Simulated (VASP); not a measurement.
Input of a VASP 6.6.1 run:

The input INCAR:

```
SYSTEM = BP
PREC     = Accurate       ! precision mode
ENCUT    = 520            ! plane-wave cutoff, eV
EDIFF    = 1E-8           ! SCF threshold, eV
ISMEAR   = -1             ! smearing method
SIGMA    = 0.05           ! smearing width, eV
LREAL    = .False.        ! projectors in reciprocal space
LASPH    = .True.         ! aspherical terms in the spheres
NELM     = 60             ! most SCF steps
ALGO     = Normal         ! electronic algorithm
ISIF     = 2              ! what is computed and relaxed
LWAVE    = .False.        ! write WAVECAR
LCHARG   = .False.        ! write CHGCAR
LEFG     = .True.       
NBANDS   = 11             ! bands
```

Contents of KPOINTS:

```
Automatic mesh
0
Gamma
  15 15 15
  0 0 0
```

The input POSCAR:

```
BP
1.0
    0.0000000000      2.2383340787      2.2383340787
    2.2383340787      0.0000000000      2.2383340787
    2.2383340787      2.2383340787      0.0000000000
B P
1 1
Direct
    0.0000000000      0.0000000000      0.0000000000
    0.7500000000      0.7500000000      0.7500000000
```

Potentials or basis: VASP PAW LDA potentials, release 64 (B, P).

Launch:

```bash
$ cat potpaw_LDA.64/B/POTCAR potpaw_LDA.64/P/POTCAR > POTCAR
$ mpirun -np 1 vasp_std > vasp.out
```

(1) What does it give for the pressure?

(2) Estimate the band gap on the k mesh.

Results:

(1) 1.5 GPa.

(2) 1.14 eV, indirect (least direct gap 3.44 eV).

Caveat: without QUAD_EFG the Cq values of the log hold for a quadrupole moment of 1 mb, not for the nuclei.
